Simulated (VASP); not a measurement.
Nb: single point with PBEsol

Crystal: Nb.

```
CELL_PARAMETERS angstrom
-1.67780 1.67780 1.67780
1.67780 -1.67780 1.67780
1.67780 1.67780 -1.67780
ATOMIC_POSITIONS crystal
Nb 0.00000 0.00000 0.00000
```

This cell differs from its parent crystal: volume scaled by 1.08.

* Program: VASP 6.6.1
* Task: single point
* Functional: PBEsol
* Potentials or basis: VASP PAW PBE potentials, release 64 (Nb_sv)
* Cutoff: 520 eV
* k mesh: 22 × 22 × 22
* Occupations: fermi-dirac, width 0.1 eV
* Spin: no spin polarisation
* Dipole correction: no
* Further INCAR settings: ALGO = Normal; EDIFF = 1e-06; NBANDS = 12

```
Pressure : -12.1 GPa
```

Levels at points of the mesh, in eV from the Fermi level:
| k point | band 4 | band 5 | band 6 | band 7 | band 8 | band 9 | band 10 | band 11 |
| --- | --- | --- | --- | --- | --- | --- | --- | --- |
| (0.00, 0.00, 0.00) | -29.76 | -5.89 | 0.37 | 0.37 | 0.37 | 3.12 | 3.12 | 14.07 |
| (0.50, 0.00, 0.00) | -29.77 | -3.56 | -1.54 | 2.05 | 3.12 | 3.77 | 6.02 | 11.30 |
| (0.50, 0.50, 0.50) | -30.57 | -3.48 | -3.48 | 5.30 | 5.30 | 5.30 | 8.64 | 8.64 |

Run time: 34 s on 1 thread of Intel(R) Xeon(R) Platinum 8488C (Sapphire Rapids), with other jobs on the host, peak memory 0.19 GiB.

Caveat: the PAW data sets were made with another functional, which shifts forces and pressure a little.
